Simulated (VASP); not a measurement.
Here is a VASP 6.6.1 calculation.

INCAR

```
SYSTEM = MgB3
PREC = Accurate
ENCUT = 600
EDIFF = 1E-6
ISMEAR = 0
SIGMA = 0.1
LREAL = .FALSE.
LASPH = .TRUE.
NELM = 120
ALGO = Normal
ISIF = 2
LWAVE = .FALSE.
LCHARG = .FALSE.
GGA = PE
NBANDS = 21
GGA_COMPAT = .FALSE.
```

File KPOINTS:

```
regular mesh
0
G
  4 4 6
  0 0 0
```

File POSCAR:

```
MgB3
1.0
    2.5679952783     -4.4407626154      0.0000000000
    2.5679952783      4.4407626154      0.0000000000
    0.0000000000      0.0000000000      3.2856156748
Mg B
2 6
Direct
    0.6664002081      0.3335997919      0.2500000000
    0.3335997919      0.6664002081      0.7500000000
    0.1144667049      0.8855332951      0.2500000000
    0.8855332951      0.1144667049      0.7500000000
    0.1139279309      0.2291649895      0.2500000000
    0.8860720691      0.7708350105      0.7500000000
    0.2291649895      0.1139279309      0.7500000000
    0.7708350105      0.8860720691      0.2500000000
```

Potentials or basis: VASP PAW PBE potentials, release 64 (Mg, B).

Run with:

```bash
$ cat potpaw_PBE.64/Mg/POTCAR potpaw_PBE.64/B/POTCAR > POTCAR
$ mpirun -np 1 vasp_std > vasp.out
```

(1) Predict the largest force.

(2) Estimate the pressure.

Answers

(1) 0.019 eV/Å.

(2) -0.3 GPa.
